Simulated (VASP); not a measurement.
A run of VASP 6.6.1 is set up as follows.

File INCAR:

```
SYSTEM = Te
PREC = Accurate
ENCUT = 520
EDIFF = 1E-7
ISMEAR = 0
SIGMA = 0.1
LREAL = .FALSE.
LASPH = .TRUE.
NELM = 80
ALGO = Normal
ISIF = 2
LWAVE = .FALSE.
LCHARG = .TRUE.
GGA = PS
LELF = .TRUE.
LVHAR = .TRUE.
NBANDS = 9
```

File KPOINTS:

```
regular mesh
0
G
  18 18 18
  0 0 0
```

Contents of POSCAR:

```
Te
1.0
    2.2306832502      1.2878855750      1.8133776585
   -2.2306832502      1.2878855750      1.8133776585
    0.0000000000     -2.5757711499      1.8133776585
Te
1
Direct
    0.5000000000      0.5000000000      0.5000000000
```

Potentials or basis: VASP PAW PBE potentials, release 64 (Te).

Run with:

```sh
$ cat potpaw_PBE.64/Te/POTCAR > POTCAR
$ mpirun -np 1 vasp_std > vasp.out
```

Task: Estimate the pressure.

Result: 0.0 GPa.

Task: What does it give for the band gap on the k mesh?

Result: Zero (bands 3 and 4 overlap by 5.80 eV).

Caveat: the PAW data sets were made with another functional, which shifts forces and pressure a little; spin-orbit coupling is left out, which moves the levels of the heavy elements.
